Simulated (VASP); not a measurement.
Runs of VASP 6.6.1 on BiTe. The structure is that of space group R-3m (No. 166), or close to it. The cells are those of the table. 

| cell | gap on the mesh (eV) | pressure (GPa) |
| --- | --- | --- |
| a = 4.295 Å, angles 66.7°, 2 atoms | none | 2.9 |
| a = 4.231 Å, angles 67.9°, 2 atoms | none | 4.3 |
| a = 4.168 Å, angles 69.0°, 2 atoms | none | (b) |
| a = 4.381 Å, angles 63.4°, 2 atoms | none | 3.8 |
| a = 4.251 Å, angles 65.6°, 2 atoms | none | (c) |
| a = 4.214 Å, angles 70.2°, 2 atoms | none | (a) |
| a = 4.122 Å, angles 67.9°, 2 atoms | none | 10.5 |
| a = 4.186 Å, angles 66.7°, 2 atoms | none | 8.6 |
| a = 4.316 Å, angles 64.5°, 2 atoms | none | 5.2 |

Alike in all rows: task single point; level PBE; potentials or basis VASP PAW PBE potentials, release 64 (Bi_d, Te); no spin polarisation; k mesh 12 × 12 × 12; cutoff (eV) 520; smearing gaussian 0.15 eV.

Q: Fill in the values left out.

A: (a) 2.1; (b) 5.8; (c) 6.8.

Caveats: spin-orbit coupling is left out, which moves the levels of the heavy elements; the cell stands under pressure (at least some runs).

A k mesh can miss the band edges, and the runs leave out spin-orbit coupling on Bi, Te.

A gap of «none» marks levels without a gap at the run's occupations.
